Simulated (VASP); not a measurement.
Write the native input for VASP 6.6.1 that does the following.

| Item | Value |
| --- | --- |
| Task | single point |
| Functional | PBE |
| Potentials or basis | VASP PAW PBE potentials, release 64 (Sc_sv, Te) |
| Cutoff | 520 eV |
| k mesh | 8 × 8 × 8 |
| Occupations | gaussian, width 0.1 eV |
| Spin | no spin polarisation |
| Dipole correction | no |
| Further INCAR settings | ALGO = Fast; EDIFF = 1e-07; NBANDS = 33 |

The structure of Sc4Te lies in POSCAR:

```
Sc4Te
1.0
    5.1920375945      0.0000000000      0.0000000000
    0.0000000000      5.1920375945      0.0000000000
    0.0000000000      0.0000000000      5.1920375945
Sc Te
4 1
Direct
    0.0000000000      0.5000000000      0.5000000000
    0.5000000000      0.0000000000      0.5000000000
    0.5000000000      0.5000000000      0.0000000000
    0.5000000000      0.5000000000      0.5000000000
    0.0000000000      0.0000000000      0.0000000000
```

The cell was generated, and may not be a known phase.

The input as run:

INCAR

```
SYSTEM = Sc4Te
  PREC = Accurate
  ENCUT = 520
  EDIFF = 1E-7
  ISMEAR = 0
  SIGMA = 0.1
  LREAL = .False.
  LASPH = .True.
  NELM = 80
  ALGO = Fast
  ISIF = 2
  LWAVE = .False.
  LCHARG = .True.
  GGA = PE
  LELF = .True.
  LVHAR = .True.
  NBANDS = 33
```

KPOINTS

```
Automatic mesh
0
Gamma
  8 8 8
  0 0 0
```

Potentials or basis: VASP PAW PBE potentials, release 64 (Sc_sv, Te).

The run is started by

```bash
$ cat potpaw_PBE.64/Sc_sv/POTCAR potpaw_PBE.64/Te/POTCAR > POTCAR
$ mpirun -np 1 vasp_std > vasp.out
```

It gave:

* Pressure: 0.1 GPa
* Band gap on the k mesh: zero (bands 25 and 26 overlap by 1.83 eV)

Caveat: spin-orbit coupling is left out, which moves the levels of the heavy elements.

Wall time 2.7 min on 1 thread of Intel(R) Xeon(R) 6975P-C (Granite Rapids), on a shared host, peak memory 0.33 GiB.
